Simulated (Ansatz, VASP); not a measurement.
**GaP: VASP beside Ansatz**

The input INCAR:

```
ALGO = Normal ; EDIFF = 1E-6
ENCUT = 520 ; GGA = PE
ISIF = 2 ; ISMEAR = -1
LASPH = True ; LCHARG = False
LREAL = False ; LWAVE = False
NBANDS = 16 ; NELM = 60
PREC = Accurate ; SIGMA = 0.02
```

KPOINTS

```
k-points
0
Gamma
  8 8 8
```

Contents of POSCAR:

```
GaP
1.0
    0.0000000000      2.7253992874      2.7253992874
    2.7253992874      0.0000000000      2.7253992874
    2.7253992874      2.7253992874      0.0000000000
Ga P
1 1
Direct
    0.0000000000      0.0000000000      0.0000000000
    0.2500000000      0.2500000000      0.2500000000
```

Input for Ansatz:

```yaml
crystal:
  lattice:
    - [0.0, 2.7253992874, 2.7253992874]
    - [2.7253992874, 0.0, 2.7253992874]
    - [2.7253992874, 2.7253992874, 0.0]
  atoms:
    - { symbol: Ga, position: [0.0, 0.0, 0.0] }
    - { symbol: P, position: [0.25, 0.25, 0.25] }
kpoints:
  mp_grid: { grid: [8, 8, 8] }
  band_path:
    path:
      - [0.0, 0.0, 0.0]
      - [-0.5, -0.5, 0.0]
      - [-0.375, -0.375, 0.25]
      - [-0.375, 0.0, 0.375]
      - [0.0, 0.0, 0.5]
      - [-0.5, -0.25, 0.25]
      - [0.0, 0.424479, 0.424479]
    npoints: 1
hamiltonian:
  xc: pbe
scf:
  occupations: { method: fermi_dirac, width: 0.02 }
  n_extra_bands: 4
output:
  forces: true
  stress: true
  eigenvalues: true
  write_density: true
  write_potential: true
  elf: true
  volumetric_format: npy
```

Alike in both runs: task single point; functional PBE; k mesh 8 × 8 × 8; occupations fermi-dirac, width 0.02 eV; no spin polarisation.

```csv
,VASP,Ansatz
version,VASP 6.6.1,Ansatz 0.2.0
potentials or method,"VASP PAW PBE potentials, release 64 (Ga_d, P)","plane waves, PAW"
plane-wave cutoff (eV),520,420
valence electrons in the cell,18,18
```

VASP gave:

* gap on the k mesh at the Fermi level (eV): 1.64
* pressure (GPa): 2.4

Problem. Which values does Ansatz return?

Solution. gap on the k mesh at the Fermi level (eV): 1.64; pressure (GPa): 2.5.
